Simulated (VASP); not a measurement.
# NaCl (Fm-3m) in VASP: settings compared

Aim: see how the results for NaCl move with the level of theory and the settings. Levels: PBEsol, revPBE, PBE. Tasks: single point.

Program: VASP 6.6.1. These are calculated values, not measurements. Logs are shortened: lines on timing, memory, paths and dates and some standing lists are left out, and cuts for length are marked.

**1. The cell of the first run**

The structure is cubic, space group Fm-3m (No. 225). The conventional cell has a = 5.588 Å, b = 5.588 Å, c = 5.588 Å, α = 90.00°, β = 90.00°, γ = 90.00°. Within 3.7 Å of Cl (site symmetry m-3m) lie 6 Na at 2.79 Å. Within 3.7 Å of Na (site symmetry m-3m) lie 6 Cl at 2.79 Å.

**2. Single point, PBEsol**

INCAR

```
ALGO     = Normal         # electronic algorithm
EDIFF    = 1E-6           # SCF threshold, eV
ENCUT    = 520            # plane-wave cutoff, eV
GGA      = PS             # functional
ISIF     = 2              # what is computed and relaxed
ISMEAR   = 0              # smearing method
LASPH    = T              # aspherical terms in the spheres
LCHARG   = T              # write CHGCAR
LELF     = T              # ELF
LREAL    = F              # projectors in reciprocal space
LVHAR    = T            
LWAVE    = F              # write WAVECAR
NBANDS   = 14             # bands
NELM     = 80             # most SCF steps
PREC     = Accurate       # precision mode
SIGMA    = 0.02           # smearing width, eV
```

KPOINTS

```
k-points
0
Gamma
  8 8 8
```

POSCAR

```
NaCl
1.0
    0.0000000000      2.7940632177      2.7940632177
    2.7940632177      0.0000000000      2.7940632177
    2.7940632177      2.7940632177      0.0000000000
Cl Na
1 1
Direct
    0.5000000000      0.5000000000      0.5000000000
    0.0000000000      0.0000000000      0.0000000000
```

Potentials or basis: VASP PAW PBE potentials, release 64 (Cl, Na_pv).

Run with:

```sh
> cat potpaw_PBE.64/Cl/POTCAR potpaw_PBE.64/Na_pv/POTCAR > POTCAR
> mpirun -np 1 vasp_std > vasp.out
```

OUTCAR:

```text
EDIFF = 1E-6
   ENCUT = 520
   GGA = PS
   ISIF = 2
   ISMEAR = 0
   LASPH = T
   LREAL = F
   NELM = 80
   PREC = Accurate

 ion  position               nearest neighbor table
   1  0.500  0.500  0.500-
   2  0.000  0.000  0.000-

  LATTYP: Found a face centered cubic cell.
 ALAT       =     5.5881264354

  Lattice vectors:

 A1 = (   0.0000000000,   2.7940632177,   2.7940632177)
 A2 = (   2.7940632177,   0.0000000000,   2.7940632177)
 A3 = (   2.7940632177,   2.7940632177,   0.0000000000)

Analysis of symmetry for initial positions (statically):
=====================================================================
 Subroutine PRICEL returns:
 Original cell was already a primitive cell.

 Routine SETGRP: Setting up the symmetry group for a
 face centered cubic supercell.

 Subroutine GETGRP returns: Found 48 space group operations
 (whereof 48 operations were pure point group operations)
 out of a pool of 48 trial point group operations.

The static configuration has the point symmetry O_h .

Analysis of symmetry for dynamics (positions and initial velocities):
=====================================================================
 Subroutine PRICEL returns:
 Original cell was already a primitive cell.

 Routine SETGRP: Setting up the symmetry group for a
 face centered cubic supercell.

 Subroutine GETGRP returns: Found 48 space group operations
 (whereof 48 operations were pure point group operations)
 out of a pool of 48 trial point group operations.

The dynamic configuration has the point symmetry O_h .

 Subroutine INISYM returns: Found 48 space group operations
 (whereof 48 operations are pure point group operations),
 and found     1 'primitive' translations

----------------------------------------------------------------------------------------

                                     Primitive cell

  volume of cell :      43.6253

  direct lattice vectors                    reciprocal lattice vectors
     0.000000000  2.794063218  2.794063218    -0.178950854  0.178950854  0.178950854
     2.794063218  0.000000000  2.794063218     0.178950854 -0.178950854  0.178950854
     2.794063218  2.794063218  0.000000000     0.178950854  0.178950854 -0.178950854

  length of vectors
     3.951402097  3.951402097  3.951402097     0.309951972  0.309951972  0.309951972

  position of ions in fractional coordinates (direct lattice)
     0.500000000  0.500000000  0.500000000
     0.000000000  0.000000000  0.000000000

  ion indices of the primitive-cell ions
   primitive index   ion index
                 1           1
                 2           2

----------------------------------------------------------------------------------------

 KPOINTS: k-points

Automatic generation of k-mesh.
 Grid dimensions read from file:
 generate k-points for:    8    8    8

 Generating k-lattice:

  Cartesian coordinates                     Fractional coordinates (reciprocal lattice)
    -0.022368857  0.022368857  0.022368857     0.125000000  0.000000000  0.000000000
     0.022368857 -0.022368857  0.022368857     0.000000000  0.125000000  0.000000000
     0.022368857  0.022368857 -0.022368857     0.000000000  0.000000000  0.125000000

  Length of vectors
     0.038743996  0.038743996  0.038743996

  Shift w.r.t. Gamma in fractional coordinates (k-lattice)
     0.000000000  0.000000000  0.000000000

 Subroutine IBZKPT returns following result:
 ===========================================

 Found     29 irreducible k-points:

 Following reciprocal coordinates:
            Coordinates               Weight
  0.000000  0.000000  0.000000      1.000000
  0.125000  0.000000  0.000000      8.000000
  0.250000  0.000000  0.000000      8.000000
  0.375000  0.000000  0.000000      8.000000
  0.500000  0.000000  0.000000      4.000000
  0.125000  0.125000  0.000000      6.000000
[... 16 lines left out ...]
  0.500000  0.250000  0.125000     48.000000
 -0.375000  0.250000  0.125000     24.000000
 [... further k-points ...]
   k-points           NKPTS =     29   k-points in BZ     NKDIM =     29   number of bands    NBANDS=     14
   number of dos      NEDOS =    301   number of ions     NIONS =      2
   total plane-waves  NPLWV =  27000
   dimension x,y,z NGX =    30 NGY =   30 NGZ =   30
   dimension x,y,z NGXF=    60 NGYF=   60 NGZF=   60
   ions per type =               1   1
   NGX,Y,Z   is equivalent  to a cutoff of  12.62, 12.62, 12.62 a.u.
   NGXF,Y,Z  is equivalent  to a cutoff of  25.24, 25.24, 25.24 a.u.
 SYSTEM =  unknown system
   PREC   = accura    normal or accurate (medium, high low for compatibility)
   ISTART =      0    job   : 0-new  1-cont  2-samecut
   ICHARG =      2    charge: 1-file 2-atom 10-const
   ISPIN  =      1    spin polarized calculation?
   LNONCOLLINEAR =      F non collinear calculations
   LSORBIT =      F    spin-orbit coupling
   LASPH  =      T    aspherical Exc in radial PAW
   ENCUT  =  520.0 eV  38.22 Ry    6.18 a.u.   7.35  7.35  7.35*2*pi/ulx,y,z
   NELM   =     80;   NELMIN=  2; NELMDL= -5     # of ELM steps
   EDIFF  = 0.1E-05   stopping-criterion for ELM
   LREAL  =      F    real-space projection
   EDIFFG = 0.1E-04   stopping-criterion for IOM
   NSW    =      0    number of steps for IOM
   IBRION =     -1    ionic relax: 0-MD 1-quasi-New 2-CG
   NFREE  =      0    steps in history (QN), initial steepest desc. (CG)
   ISIF   =      2    stress and relaxation
   ISYM   =      2    0-nonsym 1-usesym 2-fastsym
   POTIM  = 0.5000    time-step for ionic-motion
   TEBEG  =    0.0;   TEEND  =   0.0 temperature during run
   PSTRESS=    0.0 pullay stress
   NELECT =      14.0000    total number of electrons
   NUPDOWN=      -1.0000    fix difference up-down
   EMIN   =  10.00;   EMAX   =-10.00  energy-range for DOS
   EFERMI =   0.00;   METHOD = LEGACY
   ISMEAR =     0;   SIGMA  =   0.02  broadening in eV -4-tet -1-fermi 0-gaus
   EFERMI_NEDOS =   21; number of points for ismear=-14 and -15
   IALGO  =     38    algorithm
   IMIX   =      4    mixing-type and parameters
     AMIX     =   0.40;   BMIX     =  1.00
     AMIX_MAG =   1.60;   BMIX_MAG =  1.00
  volume/ion in A,a.u.               =      21.81       147.20
  Fermi-wavevector in a.u.,A,eV,Ry     =   1.120825  2.118053 17.092312  1.256249
  Thomas-Fermi vector in A             =   2.257475
   LORBIT       =      0    0 simple, 1 ext, 2 COOP (PROOUT), +10 PAW based schemes
   GGA     = PS    functional components
   LHFCALC =     F    Hartree Fock is set to
   AEXX    =    0.0000 exact exchange contribution
   IVDW    =     0    specifies the selected vdW correction
   LEPSILON=     F    determine dielectric tensor
   LRPA    =     F    only Hartree local field effects (RPA)
 non-spin polarized calculation
 Gauss-broadening in eV      SIGMA  =   0.02
  energy-cutoff  :      520.00
  volume of cell :       43.63
 maximum number of plane-waves:      1211
 NGX is ok and might be reduce to    30
   NGX = 15   NGY = 15   NGZ = 15

 number of electron      14.0000007 magnetization

 Free energy of the ion-electron system (eV)
  ---------------------------------------------------
  ext. energy  EPLUGINS =         0.00000000
  ---------------------------------------------------
  free energy    TOTEN  =        -6.99796320 eV

  energy without entropy =       -6.99796320  energy(sigma->0) =       -6.99796320

 E-fermi :  -0.4718     XC(G=0):  -8.4563

 val. band max:       -0.6224834024   @ k =   0.0000   0.0000   0.0000
 cond. band min:       4.4121769186   @ k =   0.0000   0.0000   0.0000
 fundamental gap:      5.0346603210
 Fermi energy:        -0.4717945169

 k-point     1 :       0.0000    0.0000    0.0000
  band No.  band energies     occupation
      1     -21.2230      2.00000
      2     -21.2230      2.00000
      3     -21.2230      2.00000
      4     -13.3318      2.00000
      5      -0.6225      2.00000
      6      -0.6225      2.00000
      7      -0.6225      2.00000
      8       4.4122      0.00000
      9      10.4010      0.00000
     10      10.4010      0.00000
     11      10.4010      0.00000
     12      12.6585      0.00000
     13      12.6585      0.00000
     14      14.0766      0.00000

 k-point     2 :       0.1250    0.0000    0.0000
  band No.  band energies     occupation
      1     -21.2282      2.00000
      2     -21.2234      2.00000
      3     -21.2234      2.00000
      4     -13.2795      2.00000
      5      -1.0206      2.00000
      6      -0.6667      2.00000
      7      -0.6667      2.00000
      8       4.9281      0.00000
      9       9.8363      0.00000
     10      10.6021      0.00000
     11      10.6021      0.00000
     12      12.3960      0.00000
     13      12.3960      0.00000
     14      15.0653      0.00000

 k-point     3 :       0.2500    0.0000    0.0000
  band No.  band energies     occupation
      1     -21.2406      2.00000
      2     -21.2243      2.00000
      3     -21.2243      2.00000
      4     -13.1496      2.00000
      5      -1.7993      2.00000
      6      -0.7697      2.00000
      7      -0.7697      2.00000
      8       5.9061      0.00000
      9       9.2986      0.00000
     10      10.7170      0.00000
     11      10.7170      0.00000
     12      12.6077      0.00000
     13      12.6077      0.00000
     14      15.0599      0.00000

 k-point     4 :       0.3750    0.0000    0.0000
  band No.  band energies     occupation
      1     -21.2529      2.00000
      2     -21.2251      2.00000
      3     -21.2251      2.00000
      4     -13.0138      2.00000
      5      -2.4398      2.00000
      6      -0.8681      2.00000
      7      -0.8681      2.00000
      8       6.4307      0.00000
      9       9.6484      0.00000
     10      10.4415      0.00000
     11      10.4415      0.00000
     12      13.9896      0.00000
     13      13.9896      0.00000
     14      14.5297      0.00000

 k-point     5 :       0.5000    0.0000    0.0000
  band No.  band energies     occupation
      1     -21.2580      2.00000
      2     -21.2255      2.00000
      3     -21.2255      2.00000
      4     -12.9556      2.00000
      5      -2.6807      2.00000
      6      -0.9076      2.00000
      7      -0.9076      2.00000
      8       6.5000      0.00000
      9      10.0984      0.00000
     10      10.3047      0.00000
     11      10.3047      0.00000
[... 276 lines left out ...]
 k-point    22 :       0.3750    0.2500    0.1250
  band No.  band energies     occupation
      1     -21.2424      2.00000
      2     -21.2295      2.00000
      3     -21.2257      2.00000
      4     -13.0650      2.00000
      5      -1.9579      2.00000
      6      -1.1236      2.00000
      7      -0.8939      2.00000
      8       6.7995      0.00000
      9       8.5856      0.00000
     10       9.9018      0.00000
     11      11.5668      0.00000
     12      11.9202      0.00000
     13      14.1801      0.00000
     14      17.5024      0.00000

 k-point    23 :       0.5000    0.2500    0.1250
  band No.  band energies     occupation
      1     -21.2484      2.00000
      2     -21.2320      2.00000
      3     -21.2272      2.00000
      4     -12.9640      2.00000
      5      -2.2664      2.00000
      6      -1.3609      2.00000
      7      -1.0089      2.00000
      8       7.4805      0.00000
      9       8.8992      0.00000
     10       9.2712      0.00000
     11      11.2911      0.00000
     12      13.1122      0.00000
     13      15.5163      0.00000
     14      16.0235      0.00000

 k-point    24 :      -0.3750    0.2500    0.1250
  band No.  band energies     occupation
      1     -21.2510      2.00000
      2     -21.2326      2.00000
      3     -21.2281      2.00000
      4     -12.9212      2.00000
      5      -2.3908      2.00000
      6      -1.4450      2.00000
      7      -1.0655      2.00000
      8       7.5928      0.00000
      9       8.9477      0.00000
     10       9.5875      0.00000
     11      11.1019      0.00000
     12      13.7426      0.00000
     13      15.0689      0.00000
     14      16.1437      0.00000

 [... further k-points ...]

------------------------ aborting loop because EDIFF is reached ----------------------------------------

  FORCE on cell =-STRESS in cart. coord.  units (eV):
  Direction    XX          YY          ZZ          XY          YZ          ZX
  --------------------------------------------------------------------------------------
  -------------------------------------------------------------------------------------
  Total        0.0598124      0.0598124      0.0598124     -0.0000000      0.0000000     -0.0000000
  in kB        2.1966633      2.1966633      2.1966633     -0.0000000      0.0000000     -0.0000000
  external PRESSURE =       2.1966633 kB  Pullay stress =       0.0000000 kB

 VOLUME and BASIS-vectors are now :
 -----------------------------------------------------------------------------
  energy-cutoff  :      520.00
  volume of cell :       43.63
      direct lattice vectors                 reciprocal lattice vectors
     0.000000000  2.794063218  2.794063218    -0.178950854  0.178950854  0.178950854
     2.794063218  0.000000000  2.794063218     0.178950854 -0.178950854  0.178950854
     2.794063218  2.794063218  0.000000000     0.178950854  0.178950854 -0.178950854

 POSITION                                       TOTAL-FORCE (eV/Angst)
 -----------------------------------------------------------------------------------
      2.79406      2.79406      2.79406        -0.000000      0.000000      0.000000
      0.00000      0.00000      0.00000         0.000000     -0.000000     -0.000000
 -----------------------------------------------------------------------------------
    total drift:                               -0.000000      0.000000      0.000000

  FREE ENERGIE OF THE ION-ELECTRON SYSTEM (eV)
  ---------------------------------------------------
  free  energy   TOTEN  =        -6.9979631995 eV

  energy  without entropy=       -6.9979631995  energy(sigma->0) =       -6.99796320
```

It took 16 s on 1 thread of Intel Xeon Platinum 8259CL at 2.50GHz (Skylake/Cascade Lake), shared host; peak memory 0.16 GiB.

What came out:

```
Free energy            : -6.9980 eV
Pressure               : 0.2 GPa
Band gap on the k mesh : 5.03 eV, direct
```

Caveat: the PAW data sets were made with another functional, which shifts forces and pressure a little.

**3. Single point, revPBE**

INCAR

```
SYSTEM = NaCl
ALGO = Normal
EDIFF = 1E-6
ENCUT = 520
GGA = RE
ISIF = 2
ISMEAR = -1
LASPH = .TRUE.
LCHARG = .TRUE.
LELF = .TRUE.
LREAL = .FALSE.
LVHAR = .TRUE.
LWAVE = .FALSE.
NBANDS = 14
NELM = 60
PREC = Accurate
SIGMA = 0.05
```

KPOINTS

```
k-points
0
G
  8 8 8
  0 0 0
```

POSCAR is that of step 2.

Potentials or basis: VASP PAW PBE potentials, release 64 (Cl, Na_pv).

Run with:

```sh
> cat potpaw_PBE.64/Cl/POTCAR potpaw_PBE.64/Na_pv/POTCAR > POTCAR
> mpirun -np 1 vasp_std > vasp.out
```

OUTCAR:

```text
SYSTEM = NaCl
   EDIFF = 1E-6
   ENCUT = 520
   GGA = RE
   ISIF = 2
   ISMEAR = -1
   LASPH = .TRUE.
   LREAL = .FALSE.
   NELM = 60
   PREC = Accurate

 ion  position               nearest neighbor table
   1  0.500  0.500  0.500-
   2  0.000  0.000  0.000-

  LATTYP: Found a face centered cubic cell.
 ALAT       =     5.5881264354

  Lattice vectors:

 A1 = (   0.0000000000,   2.7940632177,   2.7940632177)
 A2 = (   2.7940632177,   0.0000000000,   2.7940632177)
[... 593 lines left out ...]
------------------------ aborting loop because EDIFF is reached ----------------------------------------

  FORCE on cell =-STRESS in cart. coord.  units (eV):
  Direction    XX          YY          ZZ          XY          YZ          ZX
  --------------------------------------------------------------------------------------
  -------------------------------------------------------------------------------------
  Total        0.8779549      0.8779549      0.8779549      0.0000000      0.0000000      0.0000000
  in kB       32.2436448     32.2436448     32.2436448      0.0000000      0.0000000      0.0000000
  external PRESSURE =      32.2436448 kB  Pullay stress =       0.0000000 kB

 VOLUME and BASIS-vectors are now :
 -----------------------------------------------------------------------------
  energy-cutoff  :      520.00
  volume of cell :       43.63
      direct lattice vectors                 reciprocal lattice vectors
     0.000000000  2.794063218  2.794063218    -0.178950854  0.178950854  0.178950854
     2.794063218  0.000000000  2.794063218     0.178950854 -0.178950854  0.178950854
     2.794063218  2.794063218  0.000000000     0.178950854  0.178950854 -0.178950854

 POSITION                                       TOTAL-FORCE (eV/Angst)
 -----------------------------------------------------------------------------------
      2.79406      2.79406      2.79406        -0.000000      0.000000      0.000000
      0.00000      0.00000      0.00000         0.000000      0.000000      0.000000
 -----------------------------------------------------------------------------------
    total drift:                               -0.000000      0.000000      0.000000

  FREE ENERGIE OF THE ION-ELECTRON SYSTEM (eV)
  ---------------------------------------------------
  free  energy   TOTEN  =        -6.4047480342 eV

  energy  without entropy=       -6.4047480342  energy(sigma->0) =       -6.40474803
```

OSZICAR:

```text
N       E                     dE             d eps       ncg     rms          rms(c)
DAV:   1     0.103341421135E+03    0.10334E+03   -0.70712E+03   832   0.101E+03
DAV:   2     0.185238042233E+01   -0.10149E+03   -0.93797E+02   866   0.277E+02
DAV:   3    -0.645023822922E+01   -0.83026E+01   -0.82509E+01  1058   0.735E+01
DAV:   4    -0.658372813875E+01   -0.13349E+00   -0.13342E+00   926   0.100E+01
DAV:   5    -0.658652200839E+01   -0.27939E-02   -0.27937E-02  1092   0.146E+00    0.240E+00
DAV:   6    -0.639838530906E+01    0.18814E+00   -0.31895E-01  1008   0.314E+00    0.187E+00
DAV:   7    -0.639333747356E+01    0.50478E-02   -0.98904E-02  1034   0.184E+00    0.123E+00
DAV:   8    -0.640451875235E+01   -0.11181E-01   -0.17094E-02   884   0.107E+00    0.279E-01
DAV:   9    -0.640444182655E+01    0.76926E-04   -0.28113E-04  1040   0.133E-01    0.152E-01
DAV:  10    -0.640475726145E+01   -0.31543E-03   -0.65693E-04   890   0.202E-01    0.908E-02
DAV:  11    -0.640474525904E+01    0.12002E-04   -0.25919E-05  1016   0.527E-02    0.151E-02
DAV:  12    -0.640474738331E+01   -0.21243E-05   -0.46040E-06   926   0.210E-02    0.187E-03
DAV:  13    -0.640474839767E+01   -0.10144E-05   -0.91666E-07   998   0.666E-03    0.534E-03
DAV:  14    -0.640474803424E+01    0.36343E-06   -0.11057E-07   574   0.222E-03
   1 F= -.64047480E+01 E0= -.64047480E+01  d E =-.243209E-10
```

Run time: 18 s. Hardware: 1 thread of Intel Xeon Platinum 8259CL at 2.50GHz (Skylake/Cascade Lake), shared host; peak memory 0.16 GiB.

What came out:

- Free energy: -6.4047 eV
- Pressure: 3.2 GPa
- Band gap on the k mesh: 5.49 eV, direct

Caveat: the PAW data sets were made with another functional, which shifts forces and pressure a little. A k mesh can miss the band edges.

[end of part 1 of 2]
